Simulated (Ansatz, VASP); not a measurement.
**W3N4: VASP beside Ansatz**

```xyz
7
Lattice="4.1802 0.0000 -0.1463 0.0000 4.1802 0.0000 -0.1463 0.0000 4.3997" Properties=species:S:1:pos:R:3 pbc="T T T"
W     2.0901    2.0901   -0.0732
W    -0.0732    2.0901    2.1998
W     2.0170    0.0000    2.1267
N     2.0170    2.0901    2.1267
N     2.0901    0.0000   -0.0732
N     0.0000    2.0901    0.0000
N    -0.0732    0.0000    2.1998
```

Change from the starting cell: engineering shear strain xz -0.0700, normal strain along z +0.0525.

Alike in both runs: task single point; functional PBEsol; k mesh 10 × 10 × 10; occupations gaussian, width 0.15 eV; no spin polarisation.

|  | VASP | Ansatz |
| --- | --- | --- |
| version | VASP 6.6.1 | Ansatz 0.2.0 |
| potentials or method | VASP PAW PBE potentials, release 64 (W_sv, N), cutoff 600 eV | scalar-relativistic, plane waves, PAW |
| valence electrons in the cell | 62 | 62 |

|  | VASP | Ansatz | Ansatz less VASP |
| --- | --- | --- | --- |
| gap on the k mesh at the Fermi level (eV) | none | none | - |
| pressure (GPa) | -13.9 | -15.0 | -1.09 |
| traceless stress, the component that is largest in VASP (GPa) | -14.05 | -13.85 | +0.198 |

VASP's potentials were made for PBE, not for PBEsol, and Ansatz warns of the same on its side. A gap of «none» marks a metal or a gap that the smearing closes.

Neither program's run includes spin-orbit coupling.
